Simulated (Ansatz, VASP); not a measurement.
**Two plane-wave programs on Mg2Ti3O3**

Contents of INCAR:

```
PREC     = Accurate       # precision mode
ENCUT    = 600            # plane-wave cutoff, eV
EDIFF    = 1E-6           # SCF threshold, eV
ISMEAR   = 0              # smearing method
SIGMA    = 0.2            # smearing width, eV
LREAL    = F              # projectors in reciprocal space
LASPH    = T              # aspherical terms in the spheres
NELM     = 150            # most SCF steps
ALGO     = Normal         # electronic algorithm
ISIF     = 3              # what is computed and relaxed
LWAVE    = F              # write WAVECAR
LCHARG   = F              # write CHGCAR
ISPIN    = 2              # spin polarisation
MAGMOM   = 0 0 1 1 1 0 0 0 # initial moments
LORBIT   = 11             # projections on sites
LMAXMIX  = 4              # l up to which the mixer works
GGA      = PE             # functional
IBRION   = 2              # ionic algorithm
NSW      = 36             # ionic steps
EDIFFG   = -0.08          # ionic threshold
```

KPOINTS

```
regular mesh
0
Gamma
  5 5 2
```

POSCAR

```
Mg2Ti3O3
1.0
    4.0160085800      0.0000000000      0.0000000000
   -2.0080042900      3.4779654500      0.0000000000
    0.0000000000      0.0000000000      7.9428537200
Mg Ti O
2 3 3
Direct
    0.3333333300      0.6666666700      0.5000000000
    0.0000000000      0.0000000000      0.0000000000
    0.3333333300      0.6666666700      0.0000000000
    0.0000000000      0.0000000000      0.5000000000
    0.6666666700      0.3333333300      0.5000000000
    0.6666666700      0.3333333300      0.0000000000
    0.3333333300      0.6666666700      0.2256032700
    0.3333333300      0.6666666700      0.7743967300
```

Input for Ansatz:

```yaml
crystal:
  lattice:
    - [4.01600858, 0.0, 0.0]
    - [-2.00800429, 3.47796545, 0.0]
    - [0.0, 0.0, 7.94285372]
  atoms:
    - { symbol: Mg, position: [0.33333333, 0.66666667, 0.5] }
    - { symbol: Mg, position: [0.0, 0.0, 0.0] }
    - { symbol: Ti, position: [0.33333333, 0.66666667, 0.0], spin: 1.0 }
    - { symbol: Ti, position: [0.0, 0.0, 0.5], spin: 1.0 }
    - { symbol: Ti, position: [0.66666667, 0.33333333, 0.5], spin: 1.0 }
    - { symbol: O, position: [0.66666667, 0.33333333, 0.0] }
    - { symbol: O, position: [0.33333333, 0.66666667, 0.22560327] }
    - { symbol: O, position: [0.33333333, 0.66666667, 0.77439673] }
basis:
  ecutwfc: 420
kpoints:
  mp_grid: { grid: [5, 5, 2] }
hamiltonian:
  xc: pbe
scf:
  occupations: { method: gaussian, width: 0.2 }
  lower_state_search: "off"
output:
  forces: true
  stress: true
  eigenvalues: true
  populations: true
magnetization:
  spin_polarized: true
relax:
  adjacent_minimum: "off"
  f_tol: 0.08
  max_steps: 16
  cell: { stress_tol: 0.8 }
```

Alike in both runs: task relaxation of cell and atoms; functional PBE; k mesh 5 × 5 × 2; occupations gaussian, width 0.2 eV; collinear spin.

```csv
,VASP,Ansatz
version,VASP 6.6.1,Ansatz 0.2.0
potentials or method,"VASP PAW PBE potentials, release 64 (Mg, Ti_sv, O), cutoff 600 eV","scalar-relativistic, plane waves, PAW"
valence electrons in the cell,58,74
```

|  | VASP | Ansatz | Ansatz less VASP |
| --- | --- | --- | --- |
| gap on the k mesh at the Fermi level, each at its own relaxed structure (eV) | none | none | - |
| net moment per atom (μB) | 0.38 | 0.42 | +0.046 |
| size of the moment on the site where the two differ most (μB) | 1.10 | 1.24 | +0.147 |
| relaxed volume (Å³/atom) | 18.35 | 18.83 | +0.478 |
| relaxed length of the cell vector where the two differ most in proportion (Å) | 4.779 | 4.845 | +0.0660 |

Site moments also hang on the region over which each program counts them. A gap of «none» marks a metal or a gap that the smearing closes. VASP's potentials hold 58 valence electrons a cell and Ansatz's 74, so a difference there can come from the potentials and not from the codes. Ansatz's warnings: cell relax basis refresh.

The k mesh is coarse, so the values compare programs but aren't converged. Noted on VASP's run: the volume moved by over 15 % at a fixed basis, so the end points are rough.
